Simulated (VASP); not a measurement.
# PbO2 (P4_2/mnm) in VASP: a series of runs, part 2 of 2

VASP 6.6.1.

## Step 4: Single point, PBE

This run uses another cell than the first one, of 14.81 Å³/atom.

The input, INCAR:

```
SYSTEM = PbO2
PREC = Accurate
ENCUT = 520
EDIFF = 1E-6
ISMEAR = 0
SIGMA = 0.01
LREAL = .FALSE.
LASPH = .TRUE.
NELM = 60
ALGO = Normal
ISIF = 2
LWAVE = .FALSE.
LCHARG = .FALSE.
GGA = PE
NBANDS = 35
```

The input, KPOINTS:

```
Automatic mesh
0
G
  8 8 10
  0 0 0
```

The input, POSCAR:

```
PbO2
1.0
    5.0807854820      0.0000000000      0.0000000000
    0.0000000000      5.0807854820      0.0000000000
    0.0000000000      0.0000000000      3.4430797124
Pb O
2 4
Direct
    0.0000000000      0.0000000000      0.0000000000
    0.5000000000      0.5000000000      0.5000000000
    0.3080090336      0.3080090336      0.0000000000
    0.1919909664      0.8080090336      0.5000000000
    0.8080090336      0.1919909664      0.5000000000
    0.6919909664      0.6919909664      0.0000000000
```

Potentials or basis: VASP PAW PBE potentials, release 64 (Pb_d, O).

Started as:

```console
$ cat potpaw_PBE.64/Pb_d/POTCAR potpaw_PBE.64/O/POTCAR > POTCAR
$ mpirun -np 1 vasp_std > vasp.out
```

OUTCAR:

```text
SYSTEM = PbO2
   PREC = Accurate
   ENCUT = 520
   EDIFF = 1E-6
   ISMEAR = 0
   LREAL = .FALSE.
   LASPH = .TRUE.
   NELM = 60
   ISIF = 2
   GGA = PE

 ion  position               nearest neighbor table
   1  0.000  0.000  0.000-   4 2.21   5 2.21   4 2.21   5 2.21   3 2.21   6 2.21   2 3.98   2 3.98
                             2 3.98   2 3.98   2 3.98   2 3.98   2 3.98   2 3.98
   2  0.500  0.500  0.500-   3 2.21   6 2.21   3 2.21   6 2.21   5 2.21   4 2.21   1 3.98   1 3.98
                             1 3.98   1 3.98   1 3.98   1 3.98   1 3.98   1 3.98
   3  0.308  0.308  0.000-   2 2.21   2 2.21   1 2.21
   4  0.192  0.808  0.500-   1 2.21   1 2.21   2 2.21
   5  0.808  0.192  0.500-   1 2.21   1 2.21   2 2.21
   6  0.692  0.692  0.000-   2 2.21   2 2.21   1 2.21

  LATTYP: Found a simple tetragonal cell.
 ALAT       =     5.0807854820
 C/A-ratio  =     0.6776668144

  Lattice vectors:

 A1 = (   5.0807854820,   0.0000000000,   0.0000000000)
 A2 = (   0.0000000000,   5.0807854820,   0.0000000000)
 A3 = (   0.0000000000,   0.0000000000,   3.4430797124)

Analysis of symmetry for initial positions (statically):
=====================================================================
 Subroutine PRICEL returns:
 Original cell was already a primitive cell.

 Routine SETGRP: Setting up the symmetry group for a
 simple tetragonal supercell.

 Subroutine GETGRP returns: Found 16 space group operations
 (whereof  8 operations were pure point group operations)
 out of a pool of 16 trial point group operations.

The static configuration has the point symmetry D_2h.
 The point group associated with its full space group is D_4h.

Analysis of symmetry for dynamics (positions and initial velocities):
=====================================================================
 Subroutine PRICEL returns:
 Original cell was already a primitive cell.

[... 137 lines left out ...]
  volume/ion in A,a.u.               =      14.81        99.97
  Fermi-wavevector in a.u.,A,eV,Ry     =   1.369219  2.587449 25.507679  1.874762
  Thomas-Fermi vector in A             =   2.495114
   LORBIT       =      0    0 simple, 1 ext, 2 COOP (PROOUT), +10 PAW based schemes
   GGA     = PE    functional components
   LHFCALC =     F    Hartree Fock is set to
   AEXX    =    0.0000 exact exchange contribution
   IVDW    =     0    specifies the selected vdW correction
   LEPSILON=     F    determine dielectric tensor
   LRPA    =     F    only Hartree local field effects (RPA)
 non-spin polarized calculation
 Gauss-broadening in eV      SIGMA  =   0.01
  energy-cutoff  :      520.00
  volume of cell :       88.88
 maximum number of plane-waves:      2425
 NGX is ok and might be reduce to    40
   NGX = 19   NGY = 19   NGZ = 13

 number of electron      51.9999983 magnetization

 Free energy of the ion-electron system (eV)
  ---------------------------------------------------
  ext. energy  EPLUGINS =         0.00000000
  ---------------------------------------------------
  free energy    TOTEN  =       -31.86746760 eV

  energy without entropy =      -31.86738770  energy(sigma->0) =      -31.86742765

 E-fermi :   3.7255     XC(G=0): -10.3728

 val. band max:        3.7201094322   @ k =   0.1250   0.1250   0.0000
 cond. band min:       3.7284069708   @ k =   0.1250   0.1250   0.0000
 fundamental gap:      0.0082975386
 Fermi energy:         3.7255320239

 k-point     1 :       0.0000    0.0000    0.0000
  band No.  band energies     occupation
      1     -14.2507      2.00000
      2     -14.2111      2.00000
      3     -12.6533      2.00000
      4     -12.6533      2.00000
      5     -11.7692      2.00000
      6     -11.6210      2.00000
[... 901 lines left out ...]
     34      14.9387      0.00000
     35      15.6835      0.00000

 [... further k-points ...]

------------------------ aborting loop because EDIFF is reached ----------------------------------------

  FORCE on cell =-STRESS in cart. coord.  units (eV):
  Direction    XX          YY          ZZ          XY          YZ          ZX
  --------------------------------------------------------------------------------------
  -------------------------------------------------------------------------------------
  Total        0.0967255      0.0967255      0.1881987      0.0000000      0.0000000      0.0000000
  in kB        1.7435831      1.7435831      3.3924879      0.0000000      0.0000000      0.0000000
  external PRESSURE =       2.2932180 kB  Pullay stress =       0.0000000 kB

 VOLUME and BASIS-vectors are now :
 -----------------------------------------------------------------------------
  energy-cutoff  :      520.00
  volume of cell :       88.88
      direct lattice vectors                 reciprocal lattice vectors
     5.080785482  0.000000000  0.000000000     0.196819961  0.000000000  0.000000000
     0.000000000  5.080785482  0.000000000     0.000000000  0.196819961  0.000000000
     0.000000000  0.000000000  3.443079712     0.000000000  0.000000000  0.290437656

 POSITION                                       TOTAL-FORCE (eV/Angst)
 -----------------------------------------------------------------------------------
      0.00000      0.00000      0.00000         0.000000      0.000000      0.000000
      2.54039      2.54039      1.72154         0.000000      0.000000      0.000000
      1.56493      1.56493      0.00000        -0.008355     -0.008355     -0.000000
      0.97546      4.10532      1.72154         0.008355     -0.008355      0.000000
      4.10532      0.97546      1.72154        -0.008355      0.008355      0.000000
      3.51586      3.51586      0.00000         0.008355      0.008355      0.000000
 -----------------------------------------------------------------------------------
    total drift:                                0.000000     -0.000000     -0.000000

  FREE ENERGIE OF THE ION-ELECTRON SYSTEM (eV)
  ---------------------------------------------------
  free  energy   TOTEN  =       -31.8674676025 eV

  energy  without entropy=      -31.8673877005  energy(sigma->0) =      -31.86742765
```

Run time: 5.1 min. Hardware: 1 thread of Intel Xeon Platinum 8488C (Sapphire Rapids), shared host; peak memory 0.35 GiB.

What came out:

```yaml
Free_energy: -31.8675 eV
Pressure: 0.2 GPa
Largest_force: 0.012 eV/Å
Band_gap_on_the_k_mesh: 0.01 eV
```

Forces on the atoms (eV/Å):
```
Pb   0.000  0.000  0.000
Pb   0.000  0.000  0.000
O   -0.008 -0.008  0.000
O    0.008 -0.008  0.000
O   -0.008  0.008  0.000
O    0.008  0.008  0.000
```

Caveat: spin-orbit coupling is left out, which moves the levels of the heavy elements. A k mesh can miss the band edges.

## Step 5: Overview

```tsv
cell	k mesh	smearing	gap on the mesh (eV)	pressure (GPa)	largest force (eV/Å)
a = 4.995, b = 4.995, c = 3.409 Å, 6 atoms, atomic positions A	4 × 4 × 6	gaussian 0.1 eV	0.17	5.9	0.05
a = 5.082, b = 5.082, c = 3.443 Å, 6 atoms, atomic positions B	8 × 8 × 10	gaussian 0.1 eV	0.01	0.2	0.01
a = 5.081, b = 5.081, c = 3.443 Å, 6 atoms, atomic positions B	8 × 8 × 10	gaussian 0.01 eV	0.01	0.2	0.01
```

Alike in all rows: task single point; level PBE; potentials or basis VASP PAW PBE potentials, release 64 (Pb_d, O); no spin polarisation; cutoff (eV) 520.

Caveats: spin-orbit coupling is left out, which moves the levels of the heavy elements; the cell stands under pressure (at least some runs); the smearing spreads over this small gap (at least some runs).

Total energies depend on the potentials used, so only differences within one code and one set of settings carry meaning.

The gap in the log of VASP goes by the Fermi energy; the results here count the filled bands.